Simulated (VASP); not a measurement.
Write the native input for VASP 6.6.1 that does the following.

```
Task                   : single point
Functional             : PBE
Potentials or basis    : VASP PAW PBE potentials, release 64 (Sr_sv, O)
Cutoff                 : 520 eV
k mesh                 : 10 × 10 × 10
Occupations            : fermi-dirac, width 0.0612256 eV
Spin                   : no spin polarisation
Dipole correction      : no
Further INCAR settings : ALGO = Normal; EDIFF = 1e-07; NBANDS = 63
```

The structure of Sr2O5 (cubic X2O5 type) lies in POSCAR:

```
Sr2O5
1.0
    5.7654796943      0.0000000000      0.0000000000
    0.0000000000      5.7654796943      0.0000000000
    0.0000000000      0.0000000000      5.7654796943
Sr O
4 10
Direct
    0.0000000000      0.0000000000      0.0000000000
    0.5000000000      0.5000000000      0.0000000000
    0.5000000000      0.0000000000      0.5000000000
    0.0000000000      0.5000000000      0.5000000000
    0.5000000000      0.0000000000      0.0000000000
    0.0000000000      0.5000000000      0.0000000000
    0.0000000000      0.0000000000      0.5000000000
    0.5000000000      0.5000000000      0.5000000000
    0.7500000000      0.7500000000      0.2500000000
    0.7500000000      0.2500000000      0.7500000000
    0.2500000000      0.7500000000      0.7500000000
    0.7500000000      0.2500000000      0.2500000000
    0.2500000000      0.7500000000      0.2500000000
    0.2500000000      0.2500000000      0.7500000000
```

The input as run:

INCAR

```
PREC = Accurate
ENCUT = 520
EDIFF = 1E-7
ISMEAR = -1
SIGMA = 0.06122561905347299
LREAL = F
LASPH = T
NELM = 100
ALGO = Normal
ISIF = 2
LWAVE = F
LCHARG = F
GGA = PE
NBANDS = 63
```

KPOINTS

```
Automatic mesh
0
Gamma
  10 10 10
```

Potentials or basis: VASP PAW PBE potentials, release 64 (Sr_sv, O).

Launch:

```sh
$ cat potpaw_PBE.64/Sr_sv/POTCAR potpaw_PBE.64/O/POTCAR > POTCAR
$ mpirun -np 1 vasp_std > vasp.out
```

It gave:

```
Pressure               : 2.0 GPa
Band gap on the k mesh : zero (bands 50 and 51 overlap by 0.22 eV)
```

Caveat: semilocal functionals underestimate gaps, so a narrow gap can read as zero.

Wall time 20 min on 1 thread of Oxide Virtual Turin-like Processor (shared host), peak memory 0.6 GiB.
